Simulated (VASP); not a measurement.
# Hf2N (P4_2/mnm) in VASP: a series of runs, part 2 of 2

VASP 6.6.1. The steps go on from the part before.

### 4 Single point, PBEsol (14.18 Å³/atom)

This run uses another cell than the first one, of 14.18 Å³/atom.

The input, INCAR:

```
SYSTEM = Hf2N
PREC = Accurate ; ENCUT = 520
EDIFF = 1E-6 ; ISMEAR = 0
SIGMA = 0.1 ; LREAL = .FALSE.
LASPH = .TRUE. ; NELM = 100
ALGO = Normal ; ISIF = 2
LWAVE = .FALSE. ; LCHARG = .FALSE.
GGA = PS ; NBANDS = 34
```

The input, KPOINTS:

```
regular mesh
0
G
  8 8 12
  0 0 0
```

The input, POSCAR:

```
Hf2N
1.0
    5.1839609114      0.0000000000      0.0000000000
    0.0000000000      5.1839609114      0.0000000000
    0.0000000000      0.0000000000      3.1658047956
Hf N
4 2
Direct
    0.2946376697      0.2946376697      0.0000000000
    0.7053623303      0.7053623303      0.0000000000
    0.7946376697      0.2053623303      0.5000000000
    0.2053623303      0.7946376697      0.5000000000
    0.0000000000      0.0000000000      0.0000000000
    0.5000000000      0.5000000000      0.5000000000
```

Command:

```sh
> cat potpaw_PBE.64/Hf_pv/POTCAR potpaw_PBE.64/N/POTCAR > POTCAR
> mpirun -np 1 vasp_std > vasp.out
```

Run time: 6.4 min. Hardware: 1 thread of Intel Xeon 8259CL, shared host; peak memory 0.36 GiB.

The run converged. Its results:

```yaml
Free_energy: -67.3026 eV
Pressure: 13.5 GPa
Largest_force: 0.005 eV/Å
Band_gap_on_the_k_mesh: zero (bands 25 and 26 overlap by 2.89 eV)
```

Forces on the atoms (eV/Å):
```
Hf   0.004  0.004  0.000
Hf  -0.004 -0.004  0.000
Hf   0.004 -0.004  0.000
Hf  -0.004  0.004  0.000
N    0.000  0.000  0.000
N    0.000  0.000  0.000
```

Stress tensor (GPa, compression positive):
```
13.56  0.00  0.00
 0.00 13.56  0.00
 0.00  0.00 13.34
```

Levels at points of the mesh, in eV from the Fermi level:
```csv
k point,band 21,band 22,band 23,band 24,band 25,band 26,band 27,band 28,band 29,band 30
"(0.00, 0.00, 0.00)",-3.62,-2.30,0.09,0.78,1.05,1.20,1.20,1.72,1.85,1.85
"(0.50, 0.00, 0.00)",-2.59,-2.59,-1.15,-1.15,1.58,1.58,1.97,1.97,2.15,2.15
"(0.50, 0.50, 0.00)",-1.85,-1.85,-1.49,-1.49,1.07,1.07,1.61,1.61,2.12,2.12
"(0.00, 0.00, 0.50)",-1.50,-1.50,-1.31,-1.31,-1.30,-1.30,2.31,2.31,3.95,3.95
"(0.50, 0.00, 0.50)",-2.13,-2.13,-1.14,-1.14,-0.98,-0.98,1.90,1.90,4.13,4.13
"(0.50, 0.50, 0.50)",-1.85,-1.85,-1.00,-1.00,-0.42,-0.42,1.47,1.47,3.14,3.14
```

Caveat: the cell stands under pressure; the PAW data sets were made with another functional, which shifts forces and pressure a little; spin-orbit coupling is left out, which moves the levels of the heavy elements.

### 5 Single point, PBEsol (14.63 Å³/atom)

This run uses another cell than the first one, of 14.63 Å³/atom.

The input, INCAR:

```
SYSTEM = Hf2N
PREC = Accurate
ENCUT = 520
EDIFF = 1E-6
ISMEAR = 0
SIGMA = 0.1
LREAL = .FALSE.
LASPH = .TRUE.
NELM = 100
ALGO = Normal
ISIF = 2
LWAVE = .FALSE.
LCHARG = .FALSE.
GGA = PS
NBANDS = 34
```

KPOINTS is that of step 4.

The input, POSCAR:

```
Hf2N
1.0
    5.2400472994      0.0000000000      0.0000000000
    0.0000000000      5.2400472994      0.0000000000
    0.0000000000      0.0000000000      3.1972826818
Hf N
4 2
Direct
    0.2950032791      0.2950032791      0.0000000000
    0.7049967209      0.7049967209      0.0000000000
    0.7950032791      0.2049967209      0.5000000000
    0.2049967209      0.7950032791      0.5000000000
    0.0000000000      0.0000000000      0.0000000000
    0.5000000000      0.5000000000      0.5000000000
```

Potentials or basis: VASP PAW PBE potentials, release 64 (Hf_pv, N).

Command:

```sh
> cat potpaw_PBE.64/Hf_pv/POTCAR potpaw_PBE.64/N/POTCAR > POTCAR
> mpirun -np 1 vasp_std > vasp.out
```

OUTCAR:

```text
SYSTEM = Hf2N
   PREC = Accurate
   ENCUT = 520
   EDIFF = 1E-6
   ISMEAR = 0
   LREAL = .FALSE.
   LASPH = .TRUE.
   NELM = 100
   ISIF = 2
   GGA = PS

 ion  position               nearest neighbor table
   1  0.295  0.295  0.000-   5 2.19   6 2.21   6 2.21   2 3.04   4 3.11   3 3.11   4 3.11   3 3.11
                             4 3.11   4 3.11   3 3.11   3 3.11   2 3.76   2 3.76
   2  0.705  0.705  0.000-   5 2.19   6 2.21   6 2.21   1 3.04   4 3.11   3 3.11   4 3.11   3 3.11
                             3 3.11   3 3.11   4 3.11   4 3.11   1 3.76   1 3.76
   3  0.795  0.205  0.500-   6 2.19   5 2.21   5 2.21   4 3.04   1 3.11   1 3.11   2 3.11   2 3.11
                             2 3.11   2 3.11   1 3.11   1 3.11   4 3.76   4 3.76
   4  0.205  0.795  0.500-   6 2.19   5 2.21   5 2.21   3 3.04   1 3.11   1 3.11   2 3.11   2 3.11
                             1 3.11   1 3.11   2 3.11   2 3.11   3 3.76   3 3.76
   5  0.000  0.000  0.000-   1 2.19   2 2.19   3 2.21   4 2.21   3 2.21   4 2.21
   6  0.500  0.500  0.500-   3 2.19   4 2.19   1 2.21   2 2.21   1 2.21   2 2.21

  LATTYP: Found a simple tetragonal cell.
 ALAT       =     5.2400472994
 C/A-ratio  =     0.6101629430

  Lattice vectors:

 A1 = (   5.2400472994,   0.0000000000,   0.0000000000)
 A2 = (   0.0000000000,   5.2400472994,   0.0000000000)
 A3 = (   0.0000000000,   0.0000000000,   3.1972826818)

Analysis of symmetry for initial positions (statically):
=====================================================================
 Subroutine PRICEL returns:
 Original cell was already a primitive cell.

 Routine SETGRP: Setting up the symmetry group for a
 simple tetragonal supercell.

 Subroutine GETGRP returns: Found 16 space group operations
 (whereof  8 operations were pure point group operations)
 out of a pool of 16 trial point group operations.

The static configuration has the point symmetry D_2h.
 The point group associated with its full space group is D_4h.

Analysis of symmetry for dynamics (positions and initial velocities):
=====================================================================
[... 143 lines left out ...]
   LORBIT       =      0    0 simple, 1 ext, 2 COOP (PROOUT), +10 PAW based schemes
   GGA     = PS    functional components
   LHFCALC =     F    Hartree Fock is set to
   AEXX    =    0.0000 exact exchange contribution
   IVDW    =     0    specifies the selected vdW correction
   LEPSILON=     F    determine dielectric tensor
   LRPA    =     F    only Hartree local field effects (RPA)
 non-spin polarized calculation
 Gauss-broadening in eV      SIGMA  =   0.10
  energy-cutoff  :      520.00
  volume of cell :       87.79
 maximum number of plane-waves:      2396
 NGX is ok and might be reduce to    40
   NGX = 19   NGY = 19   NGZ = 11

 number of electron      49.9999999 magnetization

 Free energy of the ion-electron system (eV)
  ---------------------------------------------------
  ext. energy  EPLUGINS =         0.00000000
  ---------------------------------------------------
  free energy    TOTEN  =       -67.46462225 eV

  energy without entropy =      -67.45248321  energy(sigma->0) =      -67.45855273

 E-fermi :   6.1067     XC(G=0): -12.3103

 val. band max:        6.1050538565   @ k =   0.5000   0.0000   0.2500
 cond. band min:       6.1099777186   @ k =   0.5000   0.5000   0.2500
 fundamental gap:      0.0049238622
 Fermi energy:         6.1066870763

 k-point     1 :       0.0000    0.0000    0.0000
  band No.  band energies     occupation
      1     -25.0360      2.00000
      2     -24.4511      2.00000
      3     -24.3830      2.00000
      4     -24.3830      2.00000
      5     -24.1245      2.00000
      6     -23.9474      2.00000
[... 877 lines left out ...]
     33      10.3072      0.00000
     34      10.3072      0.00000

 [... further k-points ...]

------------------------ aborting loop because EDIFF is reached ----------------------------------------

  FORCE on cell =-STRESS in cart. coord.  units (eV):
  Direction    XX          YY          ZZ          XY          YZ          ZX
  --------------------------------------------------------------------------------------
  -------------------------------------------------------------------------------------
  Total        3.1447819      3.1447819      3.0376781     -0.0000000      0.0000000      0.0000000
  in kB       57.3917750     57.3917750     55.4371490     -0.0000000      0.0000000      0.0000000
  external PRESSURE =      56.7402330 kB  Pullay stress =       0.0000000 kB

 VOLUME and BASIS-vectors are now :
 -----------------------------------------------------------------------------
  energy-cutoff  :      520.00
  volume of cell :       87.79
      direct lattice vectors                 reciprocal lattice vectors
     5.240047299  0.000000000  0.000000000     0.190837972  0.000000000  0.000000000
     0.000000000  5.240047299  0.000000000     0.000000000  0.190837972  0.000000000
     0.000000000  0.000000000  3.197282682     0.000000000  0.000000000  0.312765589

 POSITION                                       TOTAL-FORCE (eV/Angst)
 -----------------------------------------------------------------------------------
      1.54583      1.54583      0.00000         0.004503      0.004503     -0.000000
      3.69422      3.69422      0.00000        -0.004503     -0.004503      0.000000
      4.16585      1.07419      1.59864         0.004503     -0.004503      0.000000
      1.07419      4.16585      1.59864        -0.004503      0.004503     -0.000000
      0.00000      0.00000      0.00000        -0.000000      0.000000     -0.000000
      2.62002      2.62002      1.59864        -0.000000      0.000000     -0.000000
 -----------------------------------------------------------------------------------
    total drift:                               -0.000000      0.000000     -0.000000

  FREE ENERGIE OF THE ION-ELECTRON SYSTEM (eV)
  ---------------------------------------------------
  free  energy   TOTEN  =       -67.4646222484 eV

  energy  without entropy=      -67.4524832067  energy(sigma->0) =      -67.45855273
```

Run time: 6.3 min. Hardware: 1 thread of Intel Xeon 8259CL, shared host; peak memory 0.36 GiB.

What came out:

- Free energy: -67.4646 eV
- Pressure: 5.7 GPa
- Largest force: 0.006 eV/Å
- Band gap on the k mesh: zero (bands 25 and 26 overlap by 2.79 eV)

Forces on the atoms (eV/Å):
```
Hf   0.005  0.005  0.000
Hf  -0.005 -0.005  0.000
Hf   0.005 -0.005  0.000
Hf  -0.005  0.005  0.000
N    0.000  0.000  0.000
N    0.000  0.000  0.000
```

Stress tensor (GPa, compression positive):
```
5.74 0.00 0.00
0.00 5.74 0.00
0.00 0.00 5.54
```

Caveat: the cell stands under pressure; the PAW data sets were made with another functional, which shifts forces and pressure a little; spin-orbit coupling is left out, which moves the levels of the heavy elements.

### 6 Summary

```tsv
cell	gap on the mesh (eV)	pressure (GPa)	largest force (eV/Å)
a = 5.069, b = 5.069, c = 3.100 Å, 6 atoms, atomic positions A	none	33.3	-
a = 5.127, b = 5.127, c = 3.133 Å, 6 atoms, atomic positions B	none	22.6	-
a = 5.184, b = 5.184, c = 3.166 Å, 6 atoms, atomic positions C	none	13.5	0.01
a = 5.240, b = 5.240, c = 3.197 Å, 6 atoms, atomic positions D	none	5.7	0.01
```

Alike in all rows: task single point; level PBEsol; potentials or basis VASP PAW PBE potentials, release 64 (Hf_pv, N); no spin polarisation; k mesh 8 × 8 × 12; cutoff (eV) 520; smearing gaussian 0.1 eV.

Caveats: the cell stands under pressure; the PAW data sets were made with another functional, which shifts forces and pressure a little; spin-orbit coupling is left out, which moves the levels of the heavy elements.

Total energies depend on the potentials used, so only differences within one code and one set of settings carry meaning.

The gap in the log of VASP goes by the Fermi energy; the results here count the filled bands.